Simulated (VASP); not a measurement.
Write the native input for VASP 6.6.1 that does the following.

```yaml
Task: single point
Functional: PBE
Potentials_or_basis: VASP PAW PBE potentials, release 64 (Ru_pv)
Cutoff: 520 eV
k_mesh: 6 × 6 × 1
Occupations: gaussian, width 0.1 eV
Spin: collinear spin, ferromagnetic start
Starting_moments: "[1.0, 1.0] μB"
Dipole_correction: yes
Further_INCAR_settings: ALGO = Normal; EDIFF = 1e-06; NBANDS = 25
```

The structure of Ru lies in POSCAR:

```
Ru
1.0
    2.6344371992     -0.0000002771      0.0000000000
   -1.3172183596      2.2814896777      0.0000000000
    0.0000000000      0.0000000000     28.0234623200
Ru
2
Direct
    0.0000000000      0.0000000000      0.3433189452
    0.0000000000      0.0000000000      0.2633155886
```

One way to write it, as run:

INCAR

```
SYSTEM = Ru
PREC = Accurate ; ENCUT = 520
EDIFF = 1E-6 ; ISMEAR = 0
SIGMA = 0.1 ; LREAL = .False.
LASPH = .True. ; NELM = 150
ALGO = Normal ; ISIF = 2
LWAVE = .False. ; LCHARG = .False.
ISPIN = 2 ; MAGMOM = 1 1
LORBIT = 11 ; LMAXMIX = 4
LDIPOL = .True. ; IDIPOL = 3
DIPOL = 0.5 0.5 0.303 ; GGA = PE
NBANDS = 25
```

KPOINTS

```
regular mesh
0
Gamma
  6 6 1
  0 0 0
```

Potentials or basis: VASP PAW PBE potentials, release 64 (Ru_pv).

The run is started by

```sh
$ cat potpaw_PBE.64/Ru_pv/POTCAR > POTCAR
$ mpirun -np 1 vasp_std > vasp.out
```

Results of the run:

```json
{
  "Largest force": "0.102 eV/Å",
  "Band gap on the k mesh": "zero (filled and empty bands overlap)",
  "Net moment": "0.00 μB per cell",
  "Valence electrons inside the program's atomic spheres": "Ru 12.68"
}
```

Caveat: the k points lie up to 0.46 Å⁻¹ apart.

It took 120 s on 1 thread of Intel(R) Xeon(R) Platinum 8375C CPU @ 2.90GHz (Ice Lake), with other jobs on the host, peak memory 0.34 GiB.
